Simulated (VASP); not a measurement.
# TaSiO4 (P4/mmm) in VASP: a series of runs

The runs below take TaSiO4 through single point, relaxation of cell and atoms, with PBE.

All numbers are computed with VASP 6.6.1; they aren't measurements. Logs are shortened: lines on timing, memory, paths and dates and some standing lists are left out, and cuts for length are marked.

## Step 1: The cell of the first run

Symmetry: P4/mmm, No. 123, tetragonal system. Conventional cell: a = 4.642 Å, b = 4.642 Å, c = 3.036 Å, α = 90.00°, β = 90.00°, γ = 90.00°. Ta (site symmetry 4/mmm) has 4 O at 1.71 Å within 2.3 Å. Si (site symmetry 4/mmm) has 16 O at 2.84 Å and 2 Si at 3.04 Å and 8 Ta at 3.62 Å within 3.7 Å. Within 1.6 Å of O (site symmetry m2m) lie 1 O at 1.21 Å.

## Step 2: Single point, PBE

The input, INCAR:

```
SYSTEM = TaSiO4
PREC     = Accurate       ! precision mode
ENCUT    = 520            ! plane-wave cutoff, eV
EDIFF    = 1E-6           ! SCF threshold, eV
ISMEAR   = 0              ! smearing method
SIGMA    = 0.1            ! smearing width, eV
LREAL    = .FALSE.        ! projectors in reciprocal space
LASPH    = .TRUE.         ! aspherical terms in the spheres
NELM     = 60             ! most SCF steps
ALGO     = Normal         ! electronic algorithm
ISIF     = 2              ! what is computed and relaxed
LWAVE    = .FALSE.        ! write WAVECAR
LCHARG   = .FALSE.        ! write CHGCAR
GGA      = PE             ! functional
NBANDS   = 28             ! bands
```

The input, KPOINTS:

```
regular mesh
0
G
  4 4 6
  0 0 0
```

The input, POSCAR:

```
TaSiO4
1.0
    4.6417778800      0.0000000000      0.0000000000
    0.0000000000      4.6417778800      0.0000000000
    0.0000000000      0.0000000000      3.0356047300
Ta Si O
1 1 4
Direct
    0.0000000000      0.0000000000      0.5000000000
    0.5000000000      0.5000000000      0.0000000000
    0.6306284400      0.0000000000      0.5000000000
    0.3693715600      0.0000000000      0.5000000000
    0.0000000000      0.6306284400      0.5000000000
    0.0000000000      0.3693715600      0.5000000000
```

Potentials or basis: VASP PAW PBE potentials, release 64 (Ta_pv, Si, O).

On the command line:

```
$ cat potpaw_PBE.64/Ta_pv/POTCAR potpaw_PBE.64/Si/POTCAR potpaw_PBE.64/O/POTCAR > POTCAR
$ mpirun -np 1 vasp_std > vasp.out
```

OUTCAR:

```text
SYSTEM = TaSiO4
   PREC = Accurate
   ENCUT = 520
   EDIFF = 1E-6
   ISMEAR = 0
   LREAL = .FALSE.
   LASPH = .TRUE.
   NELM = 60
   ISIF = 2
   GGA = PE

 ion  position               nearest neighbor table
   1  0.000  0.000  0.500-   3 1.71   4 1.71   5 1.71   6 1.71
   2  0.500  0.500  0.000-
   3  0.631  0.000  0.500-   4 1.21   1 1.71
   4  0.369  0.000  0.500-   3 1.21   1 1.71
   5  0.000  0.631  0.500-   6 1.21   1 1.71
   6  0.000  0.369  0.500-   5 1.21   1 1.71

  LATTYP: Found a simple tetragonal cell.
 ALAT       =     4.6417778800
 C/A-ratio  =     0.6539745779

  Lattice vectors:

 A1 = (   4.6417778800,   0.0000000000,   0.0000000000)
 A2 = (   0.0000000000,   4.6417778800,   0.0000000000)
 A3 = (   0.0000000000,   0.0000000000,   3.0356047300)

Analysis of symmetry for initial positions (statically):
=====================================================================
 Subroutine PRICEL returns:
 Original cell was already a primitive cell.

 Routine SETGRP: Setting up the symmetry group for a
 simple tetragonal supercell.

 Subroutine GETGRP returns: Found 16 space group operations
 (whereof 16 operations were pure point group operations)
 out of a pool of 16 trial point group operations.

The static configuration has the point symmetry D_4h.

Analysis of symmetry for dynamics (positions and initial velocities):
=====================================================================
 Subroutine PRICEL returns:
 Original cell was already a primitive cell.

 Routine SETGRP: Setting up the symmetry group for a
 simple tetragonal supercell.

 Subroutine GETGRP returns: Found 16 space group operations
 (whereof 16 operations were pure point group operations)
 out of a pool of 16 trial point group operations.

The dynamic configuration has the point symmetry D_4h.

 Subroutine INISYM returns: Found 16 space group operations
 (whereof 16 operations are pure point group operations),
 and found     1 'primitive' translations

----------------------------------------------------------------------------------------

                                     Primitive cell

  volume of cell :      65.4054

  direct lattice vectors                    reciprocal lattice vectors
     4.641777880  0.000000000  0.000000000     0.215434695  0.000000000  0.000000000
     0.000000000  4.641777880  0.000000000     0.000000000  0.215434695  0.000000000
     0.000000000  0.000000000  3.035604730     0.000000000  0.000000000  0.329423653

  length of vectors
     4.641777880  4.641777880  3.035604730     0.215434695  0.215434695  0.329423653

  position of ions in fractional coordinates (direct lattice)
     0.000000000  0.000000000  0.500000000
     0.500000000  0.500000000  0.000000000
     0.630628440  0.000000000  0.500000000
     0.369371560  0.000000000  0.500000000
     0.000000000  0.630628440  0.500000000
     0.000000000  0.369371560  0.500000000

  ion indices of the primitive-cell ions
   primitive index   ion index
                 1           1
                 2           2
                 3           3
                 4           4
                 5           5
                 6           6

----------------------------------------------------------------------------------------

 KPOINTS: regular mesh

Automatic generation of k-mesh.
 Grid dimensions read from file:
 generate k-points for:    4    4    6

 Generating k-lattice:

  Cartesian coordinates                     Fractional coordinates (reciprocal lattice)
     0.053858674  0.000000000  0.000000000     0.250000000  0.000000000  0.000000000
     0.000000000  0.053858674  0.000000000     0.000000000  0.250000000  0.000000000
     0.000000000  0.000000000  0.054903942     0.000000000  0.000000000  0.166666667

  Length of vectors
     0.053858674  0.053858674  0.054903942

  Shift w.r.t. Gamma in fractional coordinates (k-lattice)
     0.000000000  0.000000000  0.000000000

 Subroutine IBZKPT returns following result:
 ===========================================

 Found     24 irreducible k-points:

 Following reciprocal coordinates:
            Coordinates               Weight
  0.000000  0.000000  0.000000      1.000000
  0.250000  0.000000  0.000000      4.000000
  0.500000  0.000000  0.000000      2.000000
  0.250000  0.250000  0.000000      4.000000
  0.500000  0.250000  0.000000      4.000000
  0.500000  0.500000  0.000000      1.000000
[... 16 lines left out ...]
  0.500000  0.250000  0.500000      4.000000
  0.500000  0.500000  0.500000      1.000000
   k-points           NKPTS =     24   k-points in BZ     NKDIM =     24   number of bands    NBANDS=     28
   number of dos      NEDOS =    301   number of ions     NIONS =      6
   total plane-waves  NPLWV =  31104
   dimension x,y,z NGX =    36 NGY =   36 NGZ =   24
   dimension x,y,z NGXF=    72 NGYF=   72 NGZF=   48
   ions per type =               1   1   4
   NGX,Y,Z   is equivalent  to a cutoff of  12.89, 12.89, 13.14 a.u.
   NGXF,Y,Z  is equivalent  to a cutoff of  25.79, 25.79, 26.29 a.u.
 SYSTEM =  TaSiO4
   PREC   = accura    normal or accurate (medium, high low for compatibility)
   ISTART =      0    job   : 0-new  1-cont  2-samecut
   ICHARG =      2    charge: 1-file 2-atom 10-const
   ISPIN  =      1    spin polarized calculation?
   LNONCOLLINEAR =      F non collinear calculations
   LSORBIT =      F    spin-orbit coupling
   LASPH  =      T    aspherical Exc in radial PAW
   ENCUT  =  520.0 eV  38.22 Ry    6.18 a.u.   8.63  8.63  5.64*2*pi/ulx,y,z
   NELM   =     60;   NELMIN=  2; NELMDL= -5     # of ELM steps
   EDIFF  = 0.1E-05   stopping-criterion for ELM
   LREAL  =      F    real-space projection
   EDIFFG = 0.1E-04   stopping-criterion for IOM
   NSW    =      0    number of steps for IOM
   IBRION =     -1    ionic relax: 0-MD 1-quasi-New 2-CG
   NFREE  =      0    steps in history (QN), initial steepest desc. (CG)
   ISIF   =      2    stress and relaxation
   ISYM   =      2    0-nonsym 1-usesym 2-fastsym
   POTIM  = 0.5000    time-step for ionic-motion
   TEBEG  =    0.0;   TEEND  =   0.0 temperature during run
   PSTRESS=    0.0 pullay stress
   NELECT =      39.0000    total number of electrons
   NUPDOWN=      -1.0000    fix difference up-down
   EMIN   =  10.00;   EMAX   =-10.00  energy-range for DOS
   EFERMI =   0.00;   METHOD = LEGACY
   ISMEAR =     0;   SIGMA  =   0.10  broadening in eV -4-tet -1-fermi 0-gaus
   EFERMI_NEDOS =   21; number of points for ismear=-14 and -15
   IALGO  =     38    algorithm
   IMIX   =      4    mixing-type and parameters
     AMIX     =   0.40;   BMIX     =  1.00
     AMIX_MAG =   1.60;   BMIX_MAG =  1.00
  volume/ion in A,a.u.               =      10.90        73.56
  Fermi-wavevector in a.u.,A,eV,Ry     =   1.377923  2.603898 25.833011  1.898673
  Thomas-Fermi vector in A             =   2.503032
   LORBIT       =      0    0 simple, 1 ext, 2 COOP (PROOUT), +10 PAW based schemes
   GGA     = PE    functional components
   LHFCALC =     F    Hartree Fock is set to
   AEXX    =    0.0000 exact exchange contribution
   IVDW    =     0    specifies the selected vdW correction
   LEPSILON=     F    determine dielectric tensor
   LRPA    =     F    only Hartree local field effects (RPA)
 non-spin polarized calculation
 Gauss-broadening in eV      SIGMA  =   0.10
  energy-cutoff  :      520.00
  volume of cell :       65.41
 maximum number of plane-waves:      1811
 NGX is ok and might be reduce to    36
   NGX = 17   NGY = 17   NGZ = 11

 number of electron      39.0000022 magnetization

 Free energy of the ion-electron system (eV)
  ---------------------------------------------------
  ext. energy  EPLUGINS =         0.00000000
  ---------------------------------------------------
  free energy    TOTEN  =       -31.14974426 eV

  energy without entropy =      -31.12605161  energy(sigma->0) =      -31.13789794

 E-fermi :   7.3754     XC(G=0): -11.3412

 val. band max:        7.3568213322   @ k =   0.2500   0.2500   0.0000
 cond. band min:       7.3937282667   @ k =   0.2500   0.0000   0.0000
 fundamental gap:      0.0369069346
 Fermi energy:         7.3753744659

 k-point     1 :       0.0000    0.0000    0.0000
  band No.  band energies     occupation
      1     -29.9480      2.00000
      2     -29.9480      2.00000
      3     -28.0739      2.00000
      4     -22.0242      2.00000
      5     -21.8509      2.00000
      6      -8.7647      2.00000
[... 20 lines left out ...]
     27      13.6014      0.00000
     28      16.2553      0.00000

 k-point     2 :       0.2500    0.0000    0.0000
  band No.  band energies     occupation
      1     -29.9998      2.00000
      2     -29.9473      2.00000
      3     -28.0732      2.00000
      4     -21.9478      2.00000
      5     -21.5992      2.00000
      6     -11.1371      2.00000
[... 20 lines left out ...]
     27      13.0012      0.00000
     28      14.4303      0.00000

 k-point     3 :       0.5000    0.0000    0.0000
  band No.  band energies     occupation
      1     -30.0500      2.00000
      2     -29.9467      2.00000
      3     -28.0726      2.00000
      4     -21.9341      2.00000
      5     -21.2493      2.00000
      6     -12.4307      2.00000
[... 20 lines left out ...]
     27      12.2766      0.00000
     28      13.6486      0.00000

 k-point     4 :       0.2500    0.2500    0.0000
  band No.  band energies     occupation
      1     -29.9993      2.00000
      2     -29.9990      2.00000
      3     -28.0726      2.00000
      4     -21.6572      2.00000
      5     -21.5625      2.00000
      6     -11.1607      2.00000
[... 20 lines left out ...]
     27      12.8918      0.00000
     28      14.0714      0.00000

 k-point     5 :       0.5000    0.2500    0.0000
  band No.  band energies     occupation
      1     -30.0492      2.00000
      2     -29.9984      2.00000
      3     -28.0720      2.00000
      4     -21.6081      2.00000
      5     -21.2478      2.00000
      6     -12.4290      2.00000
[... 20 lines left out ...]
     27      13.2190      0.00000
     28      13.6337      0.00000

 k-point     6 :       0.5000    0.5000    0.0000
  band No.  band energies     occupation
      1     -30.0485      2.00000
      2     -30.0485      2.00000
      3     -28.0713      2.00000
      4     -21.2458      2.00000
      5     -21.2458      2.00000
      6     -12.4541      2.00000
[... 463 lines left out ...]
      5     -21.1359      2.00000
      6     -12.2539      2.00000
[... 20 lines left out ...]
     27      13.0299      0.00000
     28      14.4522      0.00000

 k-point    22 :       0.2500    0.2500    0.5000
  band No.  band energies     occupation
      1     -29.9493      2.00000
      2     -29.9490      2.00000
      3     -28.5179      2.00000
      4     -21.5256      2.00000
      5     -21.4465      2.00000
      6     -11.0249      2.00000
[... 20 lines left out ...]
     27      12.5201      0.00000
     28      15.1644      0.00000

 k-point    23 :       0.5000    0.2500    0.5000
  band No.  band energies     occupation
      1     -29.9970      2.00000
      2     -29.9485      2.00000
      3     -28.5170      2.00000
      4     -21.4855      2.00000
      5     -21.1351      2.00000
      6     -12.2526      2.00000
[... 20 lines left out ...]
     27      12.4742      0.00000
     28      14.2186      0.00000

 k-point    24 :       0.5000    0.5000    0.5000
  band No.  band energies     occupation
      1     -29.9964      2.00000
      2     -29.9964      2.00000
      3     -28.5161      2.00000
      4     -21.1344      2.00000
      5     -21.1344      2.00000
      6     -12.2677      2.00000
[... 20 lines left out ...]
     27      12.3608      0.00000
     28      14.4569      0.00000

------------------------ aborting loop because EDIFF is reached ----------------------------------------

  FORCE on cell =-STRESS in cart. coord.  units (eV):
  Direction    XX          YY          ZZ          XY          YZ          ZX
  --------------------------------------------------------------------------------------
  -------------------------------------------------------------------------------------
  Total       52.1589028     52.1589028      5.4252065      0.0000000      0.0000000      0.0000000
  in kB     1277.6888353   1277.6888353    132.8963101      0.0000000      0.0000000      0.0000000
  external PRESSURE =     896.0913269 kB  Pullay stress =       0.0000000 kB

 VOLUME and BASIS-vectors are now :
 -----------------------------------------------------------------------------
  energy-cutoff  :      520.00
  volume of cell :       65.41
      direct lattice vectors                 reciprocal lattice vectors
     4.641777880  0.000000000  0.000000000     0.215434695  0.000000000  0.000000000
     0.000000000  4.641777880  0.000000000     0.000000000  0.215434695  0.000000000
     0.000000000  0.000000000  3.035604730     0.000000000  0.000000000  0.329423653

 POSITION                                       TOTAL-FORCE (eV/Angst)
 -----------------------------------------------------------------------------------
      0.00000      0.00000      1.51780         0.000000      0.000000      0.000000
      2.32089      2.32089      0.00000         0.000000      0.000000      0.000000
      2.92724      0.00000      1.51780        -1.193145      0.000000      0.000000
      1.71454      0.00000      1.51780         1.193145     -0.000000      0.000000
      0.00000      2.92724      1.51780         0.000000     -1.193145     -0.000000
      0.00000      1.71454      1.51780         0.000000      1.193145      0.000000
 -----------------------------------------------------------------------------------
    total drift:                                0.000000     -0.000000      0.000000

  FREE ENERGIE OF THE ION-ELECTRON SYSTEM (eV)
  ---------------------------------------------------
  free  energy   TOTEN  =       -31.1497442630 eV

  energy  without entropy=      -31.1260516082  energy(sigma->0) =      -31.13789794
```

Wall time 15 s (1 thread of Intel Xeon 6975P-C (Granite Rapids), shared host); peak memory 0.19 GiB.

What came out:

| Item | Value |
| --- | --- |
| Free energy | -31.1497 eV |
| Pressure | 89.6 GPa |
| Largest force | 1.193 eV/Å |

Forces in eV/Å, atoms in the order of the input:
```
Ta   0.000  0.000  0.000
Si   0.000  0.000  0.000
O   -1.193  0.000  0.000
O    1.193  0.000  0.000
O    0.000 -1.193  0.000
O    0.000  1.193  0.000
```

Levels at points of the mesh, in eV from the Fermi level:
```
           k point  band 15  band 16  band 17  band 18  band 19  band 20  band 21  band 22  band 23  band 24
(0.00, 0.00, 0.00)    -7.78    -4.88    -4.88    -4.02    -1.69     0.64     0.64     4.88     4.88     5.10
(0.50, 0.00, 0.00)    -4.87    -4.57    -4.55    -3.63    -2.95    -0.47     0.85     2.59     3.56     4.53
(0.50, 0.50, 0.00)    -4.25    -4.04    -4.04    -3.23    -2.66    -0.38    -0.38     2.23     2.45     2.61
(0.00, 0.00, 0.50)    -6.80    -6.80    -4.93    -2.75    -1.63     0.53     0.53     3.61     3.61     3.95
(0.50, 0.00, 0.50)    -5.58    -4.39    -4.36    -3.31    -1.73    -0.03     0.30     1.41     2.96     3.38
(0.50, 0.50, 0.50)    -5.13    -3.51    -3.39    -3.39    -1.41     0.18     0.18     1.43     1.43     2.54
```

Caveat: the standard files for N, O and F lose accuracy on very short bonds; spin-orbit coupling is left out, which moves the levels of the heavy elements; an odd number of electrons without spin polarisation forces a metal; a magnetic or distorted state may lie lower.

## Step 3: Single point, PBE

This run uses another cell than the first one, of 14.84 Å³/atom, 1.361 times its volume.

The input, INCAR:

```
PREC = Accurate
ENCUT = 520
EDIFF = 1E-6
ISMEAR = 0
SIGMA = 0.1
LREAL = F
LASPH = T
NELM = 80
ALGO = Normal
ISIF = 2
LWAVE = F
LCHARG = T
GGA = PE
LELF = T
LVHAR = T
NBANDS = 28
```

The input, KPOINTS:

```
regular mesh
0
Gamma
  4 4 6
```

The input, POSCAR:

```
TaSiO4
1.0
    5.4247429134      0.0000000000      0.0000000000
    0.0000000000      5.4247429134      0.0000000000
    0.0000000000      0.0000000000      3.0253139763
Ta Si O
1 1 4
Direct
    0.0000000000      0.0000000000      0.5000000000
    0.5000000000      0.5000000000      0.0000000000
    0.6511176889      0.0000000000      0.5000000000
    0.3488823111      0.0000000000      0.5000000000
    0.0000000000      0.6511176889      0.5000000000
    0.0000000000      0.3488823111      0.5000000000
```

Potentials or basis: VASP PAW PBE potentials, release 64 (Ta_pv, Si, O).

On the command line:

```
$ cat potpaw_PBE.64/Ta_pv/POTCAR potpaw_PBE.64/Si/POTCAR potpaw_PBE.64/O/POTCAR > POTCAR
$ mpirun -np 1 vasp_std > vasp.out
```

Run time: 20 s. Hardware: 1 thread of Intel Xeon 6975P-C (Granite Rapids), shared host; peak memory 0.22 GiB.

It converged, with:

```
Free energy   : -37.6543 eV
Pressure      : 0.6 GPa
Largest force : 0.162 eV/Å
```

Forces on the atoms (eV/Å):
```
Ta   0.000  0.000  0.000
Si   0.000  0.000  0.000
O   -0.162  0.000  0.000
O    0.162  0.000  0.000
O    0.000 -0.162  0.000
O    0.000  0.162  0.000
```

Stress tensor (GPa, compression positive):
```
 0.92  0.00  0.00
 0.00  0.92  0.00
 0.00  0.00 -0.01
```

Levels at points of the mesh, in eV from the Fermi level:
```csv
k point,band 16,band 17,band 18,band 19,band 20,band 21,band 22,band 23
"(0.00, 0.00, 0.00)",-2.92,-2.37,-2.37,-0.86,1.11,1.11,1.84,1.84
"(0.50, 0.00, 0.00)",-2.37,-2.17,-2.08,-1.31,-1.25,-0.09,0.92,1.86
"(0.50, 0.50, 0.00)",-2.42,-2.42,-1.61,-1.51,-1.12,-0.87,0.34,0.34
"(0.00, 0.00, 0.50)",-4.23,-4.15,-2.04,-0.75,1.46,1.46,1.95,1.95
"(0.50, 0.00, 0.50)",-2.71,-1.85,-1.83,-1.31,-1.16,1.26,1.46,1.96
"(0.50, 0.50, 0.50)",-2.18,-1.82,-1.82,-1.52,-1.37,-0.80,1.36,1.36
```

Caveat: spin-orbit coupling is left out, which moves the levels of the heavy elements; an odd number of electrons without spin polarisation forces a metal; a magnetic or distorted state may lie lower.

(Continued in part 2 of 2.)
